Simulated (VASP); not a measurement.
Here is a VASP 6.6.1 calculation.

INCAR

```
PREC = Accurate ; ENCUT = 520
EDIFF = 1E-7 ; ISMEAR = 0
SIGMA = 0.15 ; LREAL = False
LASPH = True ; NELM = 80
ALGO = Fast ; ISIF = 2
LWAVE = False ; LCHARG = False
GGA = PE ; NBANDS = 11
```

Contents of KPOINTS:

```
regular mesh
0
Gamma
  16 16 16
```

Contents of POSCAR:

```
Sr
1.0
    0.0000000000      2.9932712564      3.1429348193
    2.9932712564      0.0000000000      3.1429348193
    2.9932712564      2.9932712564      0.0000000000
Sr
1
Direct
    0.0000000000      0.0000000000      0.0000000000
```

Potentials or basis: VASP PAW PBE potentials, release 64 (Sr_sv).

Run with:

```sh
$ cat potpaw_PBE.64/Sr_sv/POTCAR > POTCAR
$ mpirun -np 1 vasp_std > vasp.out
```

Task: Predict the pressure.

Result: -0.3 GPa.

Task: What does it give for the band gap on the k mesh?

Result: Zero (band 5 reaches 1.60 eV, above the bottom of band 6 at 1.50 eV).

Stress tensor (GPa, compression positive):
```
-0.19  0.00  0.00
 0.00 -0.19  0.00
 0.00  0.00 -0.49
```
